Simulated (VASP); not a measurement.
## Pb: single point with PBEsol

Crystal: Pb.

```
Pb
1.0
     3.40128    0.00000    0.00000
    -1.70064    2.94560    0.00000
     0.00000    0.00000    5.61030
Pb
2
Direct
  0.33333 0.66667 0.25000
  0.66667 0.33333 0.75000
```

This isn't the form of Pb at room conditions, which is fcc.

```json
{
  "Program": "VASP 6.6.1",
  "Task": "single point",
  "Functional": "PBEsol",
  "Potentials or basis": "VASP PAW PBE potentials, release 64 (Pb_d)",
  "Cutoff": "520 eV",
  "k mesh": "15 × 15 × 8",
  "Occupations": "gaussian, width 0.1 eV",
  "Spin": "no spin polarisation"
}
```

```json
{"Pressure": "3.4 GPa", "Band gap on the k mesh": "zero (bands 14 and 15 overlap by 8.44 eV)"}
```

Stress tensor (GPa, compression positive):
```
3.37 0.00 0.00
0.00 3.37 0.00
0.00 0.00 3.46
```

Levels at points of the mesh, in eV from the Fermi level:
```tsv
k point	band 11	band 12	band 13	band 14	band 15	band 16	band 17	band 18
(0.00, 0.00, 0.00)	-12.28	-8.27	-4.59	6.16	6.16	7.99	8.07	8.07
(0.00, 0.00, 0.50)	-10.99	-10.99	0.78	0.78	7.06	7.06	7.06	7.06
```

Wall time 81 s on 1 thread of Intel(R) Xeon(R) 6975P-C (Granite Rapids), on a shared host, peak memory 0.26 GiB.

Caveat: the cell stands under pressure; the PAW data sets were made with another functional, which shifts forces and pressure a little; spin-orbit coupling is left out, which moves the levels of the heavy elements.
